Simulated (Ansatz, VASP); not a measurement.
Two plane-wave programs on BeTe

Contents of INCAR:

```
PREC = Accurate
ENCUT = 520
EDIFF = 1E-6
ISMEAR = 0
SIGMA = 0.1
LREAL = F
LASPH = T
NELM = 100
ALGO = Normal
ISIF = 2
LWAVE = F
LCHARG = T
GGA = PE
LELF = T
LVHAR = T
NBANDS = 11
```

Contents of KPOINTS:

```
regular mesh
0
Gamma
  6 6 4
```

POSCAR

```
BeTe
1.0
    3.0578296200      0.0000000000      0.0000000000
    0.0000000000      3.0578296200      0.0000000000
    0.0000000000      0.0000000000      4.4937167300
Be Te
1 1
Direct
    0.0000000000      0.0000000000      0.4693774300
    0.5000000000      0.5000000000      0.2933928400
```

Input for Ansatz:

```yaml
crystal:
  lattice:
    - [3.05782962, 0.0, 0.0]
    - [0.0, 3.05782962, 0.0]
    - [0.0, 0.0, 4.49371673]
  atoms:
    - { symbol: Be, position: [0.0, 0.0, 0.46937743] }
    - { symbol: Te, position: [0.5, 0.5, 0.29339284] }
basis:
  ecutwfc: 420
kpoints:
  mp_grid: { grid: [6, 6, 4] }
hamiltonian:
  xc: pbe
scf:
  occupations: { method: gaussian, width: 0.1 }
  lower_state_search: "off"
output:
  forces: true
  stress: true
  eigenvalues: true
```

Alike in both runs: task single point; functional PBE; k mesh 6 × 6 × 4; occupations gaussian, width 0.1 eV; no spin polarisation.

|  | VASP | Ansatz |
| --- | --- | --- |
| version | VASP 6.6.1 | Ansatz 0.2.0 |
| potentials or method | VASP PAW PBE potentials, release 64 (Be, Te), cutoff 520 eV | scalar-relativistic, plane waves, PAW |
| valence electrons in the cell | 8 | 18 |

```csv
,VASP,Ansatz,Ansatz less VASP
gap on the k mesh at the Fermi level (eV),none,none,-
pressure (GPa),27.1,26.8,-0.33
"traceless stress, the component that is largest in VASP (GPa)",-26.27,-26.09,+0.187
rms of the force components (eV/Å),0.465,0.438,-0.0266
```

Atom by atom the forces differ by 0.027 eV/Å (rms over components). A gap of «none» marks a metal or a gap that the smearing closes. VASP's potentials hold 8 valence electrons a cell and Ansatz's 18, so a difference there can come from the potentials and not from the codes.

Spin-orbit coupling is off throughout.
